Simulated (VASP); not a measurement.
Be: relaxation of volume and atoms at fixed shape with PBEsol

Crystal: Be.

```
Be
1.0
     2.28530    0.00000    0.00000
    -1.14265    1.97913    0.00000
     0.00000    0.00000    3.58420
Be
2
Cartesian
  0.0000 1.3194 0.8961
  1.1426 0.6597 2.6882
```

- Program: VASP 6.6.1
- Task: relaxation of volume and atoms at fixed shape
- Functional: PBEsol
- Potentials or basis: VASP PAW PBE potentials, release 64 (Be)
- Cutoff: 600 eV
- k mesh: 22 × 22 × 12
- Occupations: methfessel-paxton, width 0.02 eV
- Spin: no spin polarisation
- Dipole correction: no
- Further INCAR settings: ALGO = Normal; EDIFF = 1e-06; IBRION = 2; EDIFFG = -0.02; NSW = 80; ISIF = 8

| Quantity | Value |
| --- | --- |
| Relaxed volume | 7.86 Å³/atom |
| Relaxed cell | a = 2.262 Å, b = 2.262 Å, c = 3.548 Å, α = 90.00°, β = 90.00°, γ = 120.00° |
| Space group after relaxing (to 0.05 Å) | P6_3/mmc (No. 194) |
| Energy gained by relaxing | 2.8 meV/atom |
| Ionic steps | 3 |
| Pressure after relaxing | 0.0 GPa |
| Band gap on the k mesh | zero (band 2 reaches 8.20 eV, above the bottom of band 3 at 6.22 eV) |

Stress tensor (GPa, compression positive):
```
-0.93  0.00  0.00
 0.00 -0.93  0.00
 0.00  0.00  1.83
```

Step by step:
```tsv
step	energy change (eV)	largest force (eV/Å)	pressure (GPa)	volume (Å³)
1	0.0000	0.0000	-3.60	16.21
2	-0.0055	0.0000	-0.50	15.79
3	-0.0056	0.0000	-0.01	15.72
```

Final structure:
```yaml
crystal:
  lattice:
    - [2.26220, 0.00000, 0.00000]
    - [-1.13110, 1.95912, 0.00000]
    - [0.00000, 0.00000, 3.54797]
  atoms:
    - { symbol: Be, position: [0.33333, 0.66667, 0.25000] }
    - { symbol: Be, position: [0.66667, 0.33333, 0.75000] }
```

Levels at points of the mesh, in eV from the Fermi level:
| k point | band 1 | band 2 | band 3 | band 4 | band 5 | band 6 |
| --- | --- | --- | --- | --- | --- | --- |
| (0.00, 0.00, 0.00) | -11.52 | -4.58 | 1.07 | 15.84 | 15.84 | 18.72 |
| (0.50, 0.00, 0.00) | -5.20 | -3.29 | 3.50 | 6.38 | 6.69 | 9.23 |
| (0.00, 0.00, 0.50) | -9.34 | -9.34 | 10.73 | 10.73 | 17.52 | 17.52 |
| (0.50, 0.00, 0.50) | -3.81 | -3.81 | 1.44 | 1.44 | 11.87 | 11.87 |

It took 30 s on 1 thread of Intel(R) Xeon(R) Platinum 8375C CPU @ 2.90GHz (Ice Lake), with other jobs on the host, peak memory 0.16 GiB.

Caveat: the PAW data sets were made with another functional, which shifts forces and pressure a little.
